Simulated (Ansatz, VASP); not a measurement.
SrO: VASP beside Ansatz

Contents of INCAR:

```
SYSTEM = SrO
PREC     = Accurate       ! precision mode
ENCUT    = 520            ! plane-wave cutoff, eV
EDIFF    = 1E-8           ! SCF threshold, eV
ISMEAR   = -1             ! smearing method
SIGMA    = 0.03           ! smearing width, eV
LREAL    = .FALSE.        ! projectors in reciprocal space
LASPH    = .TRUE.         ! aspherical terms in the spheres
NELM     = 60             ! most SCF steps
ALGO     = Normal         ! electronic algorithm
ISIF     = 2              ! what is computed and relaxed
LWAVE    = .FALSE.        ! write WAVECAR
LCHARG   = .FALSE.        ! write CHGCAR
GGA      = PS             ! functional
LEFG     = .TRUE.       
NBANDS   = 15             ! bands
```

Contents of KPOINTS:

```
Automatic mesh
0
G
  8 8 8
  0 0 0
```

File POSCAR:

```
SrO
1.0
    0.0256980000      2.5826490000      2.5826490000
    2.5826490000      0.0256980000      2.5826490000
    2.5826490000      2.5826490000      0.0256980000
Sr O
1 1
Direct
    0.0000000000      0.0000000000      0.0000000000
    0.5000000000      0.5000000000      0.5000000000
```

Input for Ansatz:

```yaml
crystal:
  lattice:
    - [0.025698, 2.582649, 2.582649]
    - [2.582649, 0.025698, 2.582649]
    - [2.582649, 2.582649, 0.025698]
  atoms:
    - { symbol: Sr, position: [0.0, 0.0, 0.0] }
    - { symbol: O, position: [0.5, 0.5, 0.5] }
kpoints:
  mp_grid: { grid: [8, 8, 8] }
scf:
  occupations: { method: fermi_dirac, width: 0.03 }
hamiltonian:
  xc: pbesol
  pseudopotentials: { kind: all_electron, datasets: crystal }
output:
  forces: true
  stress: true
  eigenvalues: true
  efg: { contact_densities: true }
```

Change from the starting cell: equal xy, yz and zx shear strains of +1 %, crystal datasets.

Alike in both runs: task electric field gradients; functional PBEsol; k mesh 8 × 8 × 8; occupations fermi-dirac, width 0.03 eV; no spin polarisation.

```csv
,VASP,Ansatz
version,VASP 6.6.1,Ansatz 0.2.0
potentials or method,"VASP PAW PBE potentials, release 64 (Sr_sv, O), cutoff 520 eV","all-electron PAW with datasets made for the crystal, scalar-relativistic"
```

```tsv
	VASP	Ansatz	Ansatz less VASP
gap on the k mesh at the Fermi level (eV)	3.14	3.19	+0.047
pressure (GPa)	-0.3	-0.9	-0.61
traceless stress, the component that is largest in VASP (GPa)	-0.56	-0.56	-0.001
size of Vzz on the site where it differs most (V/Å²)	7.6	7.5	-0.06
```

VASP's potentials were made for PBE, not for PBEsol. Ansatz ran all-electron here, and VASP with PAW potentials.
